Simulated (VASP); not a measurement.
Wanted: the native input for a VASP 6.6.1 run.

```
Task                   : single point
Functional             : PBE
Potentials or basis    : VASP PAW PBE potentials, release 64 (Cd, H)
Cutoff                 : 520 eV
k mesh                 : 20 × 20 × 16
Occupations            : gaussian, width 0.1 eV
Spin                   : no spin polarisation
Dipole correction      : no
Further INCAR settings : ALGO = Normal; EDIFF = 1e-06; NBANDS = 14
```

The structure of CdH lies in POSCAR:

```
CdH
1.0
    1.5476099505     -2.6811374339      0.0000000000
    1.5476099505      2.6811374339      0.0000000000
    0.0000000000      0.0000000000      3.7668147139
Cd H
1 1
Direct
    0.5000000000      0.5000000000      0.5000000000
    0.5000000000      0.5000000000      0.0000000000
```

The cell was generated, and may not be a known phase.

The input as run:

INCAR

```
PREC     = Accurate       # precision mode
ENCUT    = 520            # plane-wave cutoff, eV
EDIFF    = 1E-6           # SCF threshold, eV
ISMEAR   = 0              # smearing method
SIGMA    = 0.1            # smearing width, eV
LREAL    = False          # projectors in reciprocal space
LASPH    = True           # aspherical terms in the spheres
NELM     = 100            # most SCF steps
ALGO     = Normal         # electronic algorithm
ISIF     = 2              # what is computed and relaxed
LWAVE    = False          # write WAVECAR
LCHARG   = True           # write CHGCAR
GGA      = PE             # functional
LELF     = True           # ELF
LVHAR    = True         
NBANDS   = 14             # bands
```

KPOINTS

```
Automatic mesh
0
Gamma
  20 20 16
```

Potentials or basis: VASP PAW PBE potentials, release 64 (Cd, H).

Run with:

```bash
$ cat potpaw_PBE.64/Cd/POTCAR potpaw_PBE.64/H/POTCAR > POTCAR
$ mpirun -np 1 vasp_std > vasp.out
```

Results of the run:

```yaml
Pressure: 0.3 GPa
Band_gap_on_the_k_mesh: zero (an odd number of electrons rules out a gap without spin polarisation)
```

Run time: 6.7 min on 1 thread of Intel Xeon 8259CL (shared host), peak memory 0.5 GiB.
